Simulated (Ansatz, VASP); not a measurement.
Two plane-wave programs on HgGe3

```
CELL_PARAMETERS angstrom
4.24551 0.00000 0.00000
0.00000 4.24551 0.00000
0.00000 0.00000 4.24551
ATOMIC_POSITIONS crystal
Ge 0.00000 0.50000 0.50000
Ge 0.50000 0.00000 0.50000
Ge 0.50000 0.50000 0.00000
Hg 0.00000 0.00000 0.00000
```

Alike in both runs: task relaxation of cell and atoms; functional PBE; k mesh 4 × 4 × 4; occupations gaussian, width 0.1 eV; no spin polarisation.

|  | VASP | Ansatz |
| --- | --- | --- |
| version | VASP 6.6.1 | Ansatz 0.2.0 |
| potentials or method | VASP PAW PBE potentials, release 64 (Ge_d, Hg), cutoff 600 eV | scalar-relativistic, plane waves, PAW |
| valence electrons in the cell | 54 | 62 |

|  | VASP | Ansatz | Ansatz less VASP |
| --- | --- | --- | --- |
| gap on the k mesh at the Fermi level, each at its own relaxed structure (eV) | none | none | - |
| relaxed volume (Å³/atom) | 21.08 | 21.06 | -0.017 |
| relaxed length of the cell vector where the two differ most in proportion (Å) | 4.385 | 4.384 | -0.0011 |

A gap of «none» marks a metal or a gap that the smearing closes. VASP's potentials hold 54 valence electrons a cell and Ansatz's 62, so a difference there can come from the potentials and not from the codes.

The k mesh is coarse, so the values compare programs but aren't converged. Spin-orbit coupling is off throughout.
